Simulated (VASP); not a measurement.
# S3N2O (P6/mmm) in VASP: further runs

S3N2O is run at these levels: PBE; tasks: single point, relaxation of cell and atoms.

All numbers are computed with VASP 6.6.1; they aren't measurements. Logs are shortened: lines on timing, memory, paths and dates and some standing lists are left out, and cuts for length are marked.

**1. The cell of the first run**

Symmetry: P6/mmm, No. 191, hexagonal system. Conventional cell: a = 5.889 Å, b = 5.889 Å, c = 3.685 Å, α = 90.00°, β = 90.00°, γ = 120.00°. Within 3.3 Å of S (site symmetry mmm) lie 4 N at 2.51 Å and 4 S at 2.94 Å. N (site symmetry -6m2) has 6 S at 2.51 Å and 3 N at 3.40 Å and 3 O at 3.40 Å within 3.4 Å. Within 4.5 Å of O (site symmetry 6/mmm) lie 6 N at 3.40 Å and 12 S at 3.47 Å and 2 O at 3.68 Å.

**2. Single point, PBE**

INCAR reads:

```
PREC = Accurate
ENCUT = 520
EDIFF = 1E-6
ISMEAR = 0
SIGMA = 0.1
LREAL = False
LASPH = True
NELM = 100
ALGO = Normal
ISIF = 2
LWAVE = False
LCHARG = False
GGA = PE
NBANDS = 26
```

KPOINTS reads:

```
regular mesh
0
Gamma
  6 6 6
```

POSCAR reads:

```
S3N2O
1.0
    5.8886134092      0.0000000000      0.0000000000
   -2.9443067046      5.0996888053      0.0000000000
    0.0000000000      0.0000000000      3.6847734030
S N O
3 2 1
Direct
    0.5000000000      0.0000000000      0.5000000000
    0.5000000000      0.5000000000      0.5000000000
    0.0000000000      0.5000000000      0.5000000000
    0.3333333333      0.6666666667      0.0000000000
    0.6666666667      0.3333333333      0.0000000000
    0.0000000000      0.0000000000      0.0000000000
```

Potentials or basis: VASP PAW PBE potentials, release 64 (S, N, O).

Command:

```sh
$ cat potpaw_PBE.64/S/POTCAR potpaw_PBE.64/N/POTCAR potpaw_PBE.64/O/POTCAR > POTCAR
$ mpirun -np 1 vasp_std > vasp.out
```

OUTCAR:

```text
PREC = Accurate
   ENCUT = 520
   EDIFF = 1E-6
   ISMEAR = 0
   LREAL = False
   LASPH = True
   NELM = 100
   ISIF = 2
   GGA = PE

 ion  position               nearest neighbor table
   1  0.500  0.000  0.500-
   2  0.500  0.500  0.500-
   3  0.000  0.500  0.500-
   4  0.333  0.667  0.000-
   5  0.667  0.333  0.000-
   6  0.000  0.000  0.000-

  LATTYP: Found a hexagonal cell.
 ALAT       =     5.8886134092
 C/A-ratio  =     0.6257455104

  Lattice vectors:

 A1 = (   5.8886134092,   0.0000000000,   0.0000000000)
 A2 = (  -2.9443067046,   5.0996888053,   0.0000000000)
 A3 = (   0.0000000000,   0.0000000000,   3.6847734030)

Analysis of symmetry for initial positions (statically):
=====================================================================
 Subroutine PRICEL returns:
 Original cell was already a primitive cell.

 Routine SETGRP: Setting up the symmetry group for a
 hexagonal supercell.

 Subroutine GETGRP returns: Found 24 space group operations
 (whereof 24 operations were pure point group operations)
 out of a pool of 24 trial point group operations.

The static configuration has the point symmetry D_6h.

Analysis of symmetry for dynamics (positions and initial velocities):
=====================================================================
 Subroutine PRICEL returns:
 Original cell was already a primitive cell.

 Routine SETGRP: Setting up the symmetry group for a
 hexagonal supercell.

 Subroutine GETGRP returns: Found 24 space group operations
 (whereof 24 operations were pure point group operations)
 out of a pool of 24 trial point group operations.

The dynamic configuration has the point symmetry D_6h.

 Subroutine INISYM returns: Found 24 space group operations
 (whereof 24 operations are pure point group operations),
 and found     1 'primitive' translations

----------------------------------------------------------------------------------------

                                     Primitive cell

  volume of cell :     110.6541

  direct lattice vectors                    reciprocal lattice vectors
     5.888613409  0.000000000  0.000000000     0.169819265  0.098045198  0.000000000
    -2.944306705  5.099688805  0.000000000     0.000000000  0.196090397  0.000000000
     0.000000000  0.000000000  3.684773403     0.000000000  0.000000000  0.271387109

  length of vectors
     5.888613409  5.888613409  3.684773403     0.196090397  0.196090397  0.271387109

  position of ions in fractional coordinates (direct lattice)
     0.500000000  0.000000000  0.500000000
     0.500000000  0.500000000  0.500000000
     0.000000000  0.500000000  0.500000000
     0.333333333  0.666666667  0.000000000
     0.666666667  0.333333333  0.000000000
     0.000000000  0.000000000  0.000000000

  ion indices of the primitive-cell ions
   primitive index   ion index
                 1           1
                 2           2
                 3           3
                 4           4
                 5           5
                 6           6

----------------------------------------------------------------------------------------

 KPOINTS: regular mesh

Automatic generation of k-mesh.
 Grid dimensions read from file:
 generate k-points for:    6    6    6

 Generating k-lattice:

  Cartesian coordinates                     Fractional coordinates (reciprocal lattice)
     0.028303211  0.016340866  0.000000000     0.166666667  0.000000000  0.000000000
     0.000000000  0.032681733  0.000000000     0.000000000  0.166666667  0.000000000
     0.000000000  0.000000000  0.045231185     0.000000000  0.000000000  0.166666667

  Length of vectors
     0.032681733  0.032681733  0.045231185

  Shift w.r.t. Gamma in fractional coordinates (k-lattice)
     0.000000000  0.000000000  0.000000000

 Subroutine IBZKPT returns following result:
 ===========================================

 Found     28 irreducible k-points:

 Following reciprocal coordinates:
            Coordinates               Weight
  0.000000  0.000000  0.000000      1.000000
[... 48 lines left out ...]
  band No.  band energies     occupation
      1     -14.2524      2.00000
      2     -13.7466      2.00000
      3     -11.7403      2.00000
      4     -10.5294      2.00000
      5     -10.5294      2.00000
      6      -8.8348      2.00000
[... 18 lines left out ...]
     25       7.3271      0.00000
     26       9.8952      0.00000

 k-point     2 :       0.1667    0.0000    0.0000
  band No.  band energies     occupation
      1     -14.1910      2.00000
      2     -13.7315      2.00000
      3     -12.0549      2.00000
      4     -10.5392      2.00000
      5     -10.2430      2.00000
      6      -8.8720      2.00000
[... 18 lines left out ...]
     25       7.7023      0.00000
     26      10.1774      0.00000

 k-point     3 :       0.3333    0.0000    0.0000
  band No.  band energies     occupation
      1     -14.0630      2.00000
      2     -13.6508      2.00000
      3     -12.5774      2.00000
      4     -10.5585      2.00000
      5      -9.7952      2.00000
      6      -8.9825      2.00000
[... 18 lines left out ...]
     25       8.6651      0.00000
     26      10.4117      0.00000

 k-point     4 :       0.5000    0.0000    0.0000
  band No.  band energies     occupation
      1     -14.0058      2.00000
      2     -13.5324      2.00000
      3     -12.8742      2.00000
      4     -10.5681      2.00000
      5      -9.5567      2.00000
      6      -9.0874      2.00000
[... 18 lines left out ...]
     25       9.6860      0.00000
     26      10.1959      0.00000
[... 496 lines left out ...]
      1     -13.9502      2.00000
      2     -12.2971      2.00000
      3     -11.8710      2.00000
      4     -11.2419      2.00000
      5     -10.1162      2.00000
      6     -10.1162      2.00000
[... 18 lines left out ...]
     25       9.9926      0.00000
     26      10.8227      0.00000

 k-point    23 :       0.1667    0.0000    0.5000
  band No.  band energies     occupation
      1     -13.9478      2.00000
      2     -12.2089      2.00000
      3     -11.8409      2.00000
      4     -11.2847      2.00000
      5     -10.3305      2.00000
      6     -10.1240      2.00000
[... 18 lines left out ...]
     25      10.1668      0.00000
     26      10.4972      0.00000

 k-point    24 :       0.3333    0.0000    0.5000
  band No.  band energies     occupation
      1     -13.9429      2.00000
      2     -11.9671      2.00000
      3     -11.7594      2.00000
      4     -11.3916      2.00000
      5     -10.7919      2.00000
      6     -10.1395      2.00000
[... 18 lines left out ...]
     25      10.0087      0.00000
     26      10.6826      0.00000

 [... further k-points ...]

------------------------ aborting loop because EDIFF is reached ----------------------------------------

  FORCE on cell =-STRESS in cart. coord.  units (eV):
  Direction    XX          YY          ZZ          XY          YZ          ZX
  --------------------------------------------------------------------------------------
  -------------------------------------------------------------------------------------
  Total       -9.3198173     -9.3198173    -18.2093591      0.0000000     -0.0000000     -0.0000000
  in kB     -134.9430356   -134.9430356   -263.6560474      0.0000000     -0.0000000     -0.0000000
  external PRESSURE =    -177.8473729 kB  Pullay stress =       0.0000000 kB

 VOLUME and BASIS-vectors are now :
 -----------------------------------------------------------------------------
  energy-cutoff  :      520.00
  volume of cell :      110.65
      direct lattice vectors                 reciprocal lattice vectors
     5.888613409  0.000000000  0.000000000     0.169819265  0.098045198  0.000000000
    -2.944306705  5.099688805  0.000000000     0.000000000  0.196090397  0.000000000
     0.000000000  0.000000000  3.684773403     0.000000000  0.000000000  0.271387109

 POSITION                                       TOTAL-FORCE (eV/Angst)
 -----------------------------------------------------------------------------------
      2.94431      0.00000      1.84239        -0.000000     -0.000000      0.000000
      1.47215      2.54984      1.84239        -0.000000     -0.000000      0.000000
     -1.47215      2.54984      1.84239         0.000000     -0.000000      0.000000
     -0.00000      3.39979      0.00000         0.000000      0.000000      0.000000
      2.94431      1.69990      0.00000        -0.000000      0.000000     -0.000000
      0.00000      0.00000      0.00000         0.000000     -0.000000      0.000000
 -----------------------------------------------------------------------------------
    total drift:                               -0.000000      0.000000     -0.000000

  FREE ENERGIE OF THE ION-ELECTRON SYSTEM (eV)
  ---------------------------------------------------
  free  energy   TOTEN  =       -18.6452969673 eV

  energy  without entropy=      -18.5789280699  energy(sigma->0) =      -18.61211252
```

It took 44 s on 1 thread of Intel Xeon 6975P-C (Granite Rapids), shared host; peak memory 0.27 GiB.

What came out:

| Item | Value |
| --- | --- |
| Free energy | -18.6453 eV |
| Pressure | -17.8 GPa |
| Band gap on the k mesh | zero (bands 17 and 18 overlap by 0.17 eV) |

Levels at points of the mesh, in eV from the Fermi level:
```csv
k point,band 15,band 16,band 17,band 18,band 19,band 20
"(0.00, 0.00, 0.00)",-0.45,-0.36,-0.36,0.01,0.24,0.24
"(0.50, 0.00, 0.00)",-0.35,-0.11,-0.03,0.15,0.30,0.39
"(0.00, 0.00, 0.50)",-0.66,-0.05,0.02,0.02,1.00,1.39
"(0.50, 0.00, 0.50)",-0.66,-0.21,-0.18,-0.10,1.29,1.33
```

Caveat: the cell stands under tension.

**3. Single point, PBE, collinear spin, ferromagnetic start**

This run uses another cell than the first one, of 12.79 Å³/atom.

INCAR reads:

```
SYSTEM = S3N2O
PREC = Accurate
ENCUT = 520
EDIFF = 1E-7
ISMEAR = 0
SIGMA = 0.1
LREAL = .False.
LASPH = .True.
NELM = 150
ALGO = Normal
ISIF = 2
LWAVE = .False.
LCHARG = .False.
ISPIN = 2
MAGMOM = 0 0 0 0 0 1.97
LORBIT = 11
GGA = PE
NBANDS = 30
```

KPOINTS reads:

```
Automatic mesh
0
Gamma
  3 3 6
  0 0 0
```

POSCAR, as its differences from that of step 2:

```diff
@@ -2,5 +2,5 @@
 1.0
-    5.8886134092      0.0000000000      0.0000000000
-   -2.9443067046      5.0996888053      0.0000000000
-    0.0000000000      0.0000000000      3.6847734030
+    5.6262721286      0.0000000000      0.0000000000
+   -2.8131360643      4.8724945920      0.0000000000
+    0.0000000000      0.0000000000      2.8003566626
 S N O
```

Potentials or basis: VASP PAW PBE potentials, release 64 (S, N, O).

Command:

```sh
$ cat potpaw_PBE.64/S/POTCAR potpaw_PBE.64/N/POTCAR potpaw_PBE.64/O/POTCAR > POTCAR
$ mpirun -np 1 vasp_std > vasp.out
```

Run time: 49 s. Hardware: 1 thread of Intel Xeon 6975P-C (Granite Rapids), shared host; peak memory 0.24 GiB.

It converged, with:

```
Free energy                                           : -22.4392 eV
Pressure                                              : -1.1 GPa
Net moment                                            : -0.30 μB per cell
Site moments                                          : S -0.01; N +0.01; O -0.20 μB
Valence electrons inside the program's atomic spheres : S 3.41; N 3.48; O 4.64
```

Stress tensor (GPa, compression positive):
```
-0.84  0.00  0.00
 0.00 -0.84  0.00
 0.00  0.00 -1.72
```

Levels at points of the mesh, in eV from the Fermi level:
Spin up:
| k point | band 13 | band 14 | band 15 | band 16 | band 17 | band 18 | band 19 | band 20 | band 21 | band 22 |
| --- | --- | --- | --- | --- | --- | --- | --- | --- | --- | --- |
| (0.00, 0.00, 0.00) | -0.37 | -0.24 | -0.09 | -0.09 | 0.38 | 0.83 | 0.83 | 1.12 | 1.12 | 5.02 |
| (0.00, 0.00, 0.50) | -3.29 | -2.48 | -0.88 | -0.58 | 0.01 | 0.01 | 1.28 | 1.28 | 1.45 | 3.66 |
Spin down:
| k point | band 15 | band 16 | band 17 | band 18 | band 19 | band 20 |
| --- | --- | --- | --- | --- | --- | --- |
| (0.00, 0.00, 0.00) | -0.09 | -0.06 | -0.06 | 0.31 | 1.13 | 1.13 |
| (0.00, 0.00, 0.50) | -1.14 | -1.14 | -0.85 | -0.23 | 1.27 | 1.27 |

Caveat: the k points lie up to 0.43 Å⁻¹ apart.

**4. Single point, PBE, collinear spin, ferromagnetic start**

This run uses another cell than the first one, of 12.85 Å³/atom.

INCAR reads:

```
SYSTEM = S3N2O
ALGO = Normal
EDIFF = 1E-6
ENCUT = 520
GGA = PE
ISIF = 2
ISMEAR = 0
ISPIN = 2
LASPH = .True.
LCHARG = .False.
LORBIT = 11
LREAL = .False.
LWAVE = .False.
MAGMOM = 0 0 0 0 0 1.66
NBANDS = 30
NELM = 150
PREC = Accurate
SIGMA = 0.1
```

KPOINTS reads:

```
k-points
0
Gamma
  6 6 6
  0 0 0
```

POSCAR, as its differences from that of step 3:

```diff
@@ -2,5 +2,5 @@
 1.0
-    5.6262721286      0.0000000000      0.0000000000
-   -2.8131360643      4.8724945920      0.0000000000
-    0.0000000000      0.0000000000      2.8003566626
+    5.6862077123      0.0000000000      0.0000000000
+   -2.8431038561      4.9244003300      0.0000000000
+    0.0000000000      0.0000000000      2.7537087442
 S N O
```

Command:

```sh
$ cat potpaw_PBE.64/S/POTCAR potpaw_PBE.64/N/POTCAR potpaw_PBE.64/O/POTCAR > POTCAR
$ mpirun -np 1 vasp_std > vasp.out
```

It took 71 s on 1 thread of Intel Xeon 6975P-C (Granite Rapids), shared host; peak memory 0.26 GiB.

The run converged. Its results:

```
Free energy                                           : -22.4284 eV
Pressure                                              : -2.7 GPa
Net moment                                            : -0.08 μB per cell
Site moments                                          : S +0.01; N +0.00; O -0.11 μB
Valence electrons inside the program's atomic spheres : S 3.40; N 3.48; O 4.64
```

Stress tensor (GPa, compression positive):
```
-3.48  0.00  0.00
 0.00 -3.48  0.00
 0.00  0.00 -1.12
```

Levels at points of the mesh, in eV from the Fermi level:
Spin up:
```csv
k point,band 14,band 15,band 16,band 17,band 18,band 19,band 20,band 21
"(0.00, 0.00, 0.00)",-0.16,-0.09,0.05,0.35,0.35,1.21,1.33,1.33
"(0.50, 0.00, 0.00)",-0.91,-0.82,-0.41,1.00,1.19,1.31,2.52,2.69
"(0.00, 0.00, 0.50)",-1.71,-1.19,-0.44,-0.44,-0.44,1.05,1.05,1.23
"(0.50, 0.00, 0.50)",-1.68,-1.23,-0.55,-0.50,-0.33,1.14,1.26,1.86
```
Spin down:
```csv
k point,band 13,band 14,band 15,band 16,band 17,band 18,band 19,band 20,band 21,band 22
"(0.00, 0.00, 0.00)",-0.15,-0.15,-0.09,0.09,0.14,0.49,0.49,1.33,1.33,5.07
"(0.50, 0.00, 0.00)",-1.42,-0.79,-0.76,-0.30,0.12,1.05,1.31,2.52,2.68,3.50
"(0.00, 0.00, 0.50)",-3.24,-2.31,-1.19,-0.73,-0.28,-0.28,1.06,1.06,1.28,3.42
"(0.50, 0.00, 0.50)",-2.89,-1.66,-1.20,-0.91,-0.40,-0.33,1.17,1.29,1.86,2.84
```

Caveat: the k points lie up to 0.38 Å⁻¹ apart.

**5. Relaxation of cell and atoms, PBE, collinear spin, ferromagnetic start**

INCAR reads:

```
PREC = Accurate ; ENCUT = 600
EDIFF = 1E-6 ; ISMEAR = 0
SIGMA = 0.1 ; LREAL = F
LASPH = T ; NELM = 150
ALGO = Normal ; ISIF = 3
LWAVE = F ; LCHARG = F
ISPIN = 2 ; MAGMOM = 0 0 0 0 0 1.97
LORBIT = 11 ; GGA = PE
IBRION = 2 ; NSW = 90
EDIFFG = -0.04
```

KPOINTS reads:

```
regular mesh
0
Gamma
  3 3 6
```

POSCAR, as its differences from that of step 4:

```diff
@@ -2,5 +2,5 @@
 1.0
-    5.6862077123      0.0000000000      0.0000000000
-   -2.8431038561      4.9244003300      0.0000000000
-    0.0000000000      0.0000000000      2.7537087442
+    5.8886134092      0.0000000000      0.0000000000
+   -2.9443067046      5.0996888053      0.0000000000
+    0.0000000000      0.0000000000      3.6847734030
 S N O
```

Command:

```sh
$ cat potpaw_PBE.64/S/POTCAR potpaw_PBE.64/N/POTCAR potpaw_PBE.64/O/POTCAR > POTCAR
$ mpirun -np 1 vasp_std > vasp.out
```

It took 5.9 min on 1 thread of Intel Xeon 6975P-C (Granite Rapids), shared host; peak memory 0.34 GiB.

Results (log left out):

| Property | Result |
| --- | --- |
| Free energy | -22.8554 eV |
| Relaxed volume | 12.70 Å³/atom |
| Relaxed cell | a = 5.606 Å, b = 5.606 Å, c = 2.799 Å, α = 90.00°, β = 90.00°, γ = 120.00° |
| Space group after relaxing (to 0.1 Å) | P6/mmm (No. 191) |
| Energy gained by relaxing | 548.2 meV/atom |
| Ionic steps | 9 |
| Pressure after relaxing | 0.0 GPa |
| Net moment | 1.63 μB per cell |
| Site moments | S +0.04; N -0.01; O +1.25 μB |
| Valence electrons inside the program's atomic spheres | S 3.42; N 3.46; O 4.63 |

Stress tensor (GPa, compression positive):
```
 0.03  0.00  0.00
 0.00  0.03  0.00
 0.00  0.00 -0.07
```

Step by step:
```
step  energy change (eV)  largest force (eV/Å)  pressure (GPa)  volume (Å³)
   1              0.0000                0.0000          -15.53       110.65
   2             -2.5797                0.0000           -8.76        84.27
   3             -2.8912                0.0000           -2.38        77.08
   4             -2.9367                0.0000            1.65        73.78
   5             -3.1432                0.0000            0.97        74.36
   6             -3.2758                0.0000            1.35        74.83
   7             -3.2833                0.0000            1.64        74.96
   8             -3.2872                0.0000           -0.94        76.94
   9             -3.2894                0.0000            0.00        76.18
```

Final structure:
```
CELL_PARAMETERS angstrom
5.60643 0.00000 0.00000
-2.80322 4.85531 0.00000
0.00000 0.00000 2.79857
ATOMIC_POSITIONS crystal
S 0.50000 0.00000 0.50000
S 0.50000 0.50000 0.50000
S 0.00000 0.50000 0.50000
N 0.33333 0.66667 0.00000
N 0.66667 0.33333 0.00000
O 0.00000 0.00000 0.00000
```

Levels at points of the mesh, in eV from the Fermi level:
Spin up:
```csv
k point,band 14,band 15,band 16,band 17,band 18,band 19,band 20,band 21,band 22
"(0.00, 0.00, 0.00)",-0.55,-0.55,-0.46,-0.17,-0.17,0.19,1.03,1.03,4.98
"(0.00, 0.00, 0.50)",-3.52,-1.85,-1.85,-0.91,-0.78,1.20,1.20,1.25,3.64
```
Spin down:
```csv
k point,band 12,band 13,band 14,band 15,band 16,band 17,band 18,band 19,band 20,band 21
"(0.00, 0.00, 0.00)",-2.32,-0.47,-0.16,-0.16,0.36,0.82,0.82,1.02,1.02,1.60
"(0.00, 0.00, 0.50)",-3.42,-3.42,-1.56,-0.92,-0.10,-0.06,-0.06,1.23,1.23,1.45
```

Caveat: the k points lie up to 0.43 Å⁻¹ apart in the final cell; the volume moved by over 15 % at a fixed basis, so the end points are rough.

**6. The runs side by side**

```tsv
task	spin	cell	k mesh	cutoff (eV)	gap on the mesh (eV)	pressure (GPa)	moment (μB)
single point	off	a = 5.889, b = 5.889, c = 3.685 Å, angles 90.0, 90.0, 120.0°, 6 atoms	6 × 6 × 6	520	none	-17.8	-
single point	collinear, ferromagnetic start	a = 5.626, b = 5.626, c = 2.800 Å, angles 90.0, 90.0, 120.0°, 6 atoms	3 × 3 × 6	520	none	-1.1	0.30
single point	collinear, ferromagnetic start	a = 5.686, b = 5.686, c = 2.754 Å, angles 90.0, 90.0, 120.0°, 6 atoms	6 × 6 × 6	520	none	-2.7	0.08
relaxation of cell and atoms	collinear, ferromagnetic start	relaxed from a = 5.889, b = 5.889, c = 3.685 Å, angles 90.0, 90.0, 120.0°, 6 atoms	3 × 3 × 6	600	none	0.0	1.63
```

Alike in all rows: level PBE; potentials or basis VASP PAW PBE potentials, release 64 (S, N, O); smearing gaussian 0.1 eV.

Caveats: some runs use coarse meshes; the cell stands under tension (at least some runs); the volume moved by over 15 % at a fixed basis, so the end points are rough (at least some runs).

Total energies depend on the potentials used, so only differences within one code and one set of settings carry meaning.
